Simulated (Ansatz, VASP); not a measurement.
## AlNi: VASP beside Ansatz

```
Al Ni
1.0
     1.95383   -1.95378    0.00000
     1.95383    1.95378    0.00000
     0.00000    0.00000    2.86887
Al Ni
1 1
Direct
  0.00000 0.00000 0.00000
  0.50000 0.50000 0.50000
```

Alike in both runs: task single point; functional PBEsol; k mesh 16 × 16 × 16; occupations gaussian, width 0.15 eV; no spin polarisation.

|  | VASP | Ansatz |
| --- | --- | --- |
| version | VASP 6.6.1 | Ansatz 0.2.0 |
| potentials or method | VASP PAW PBE potentials, release 64 (Al, Ni), cutoff 520 eV | scalar-relativistic, plane waves, PAW |
| valence electrons in the cell | 13 | 21 |

```tsv
	VASP	Ansatz	Ansatz less VASP
gap on the k mesh at the Fermi level (eV)	none	none	-
pressure (GPa)	14.0	13.7	-0.33
traceless stress, the component that is largest in VASP (GPa)	-2.34	-2.28	+0.060
```

VASP's potentials were made for PBE, not for PBEsol, and Ansatz warns of the same on its side. A gap of «none» marks a metal or a gap that the smearing closes. VASP's potentials hold 13 valence electrons a cell and Ansatz's 21, so a difference there can come from the potentials and not from the codes. Ansatz's warnings: near symmetry operations not taken.
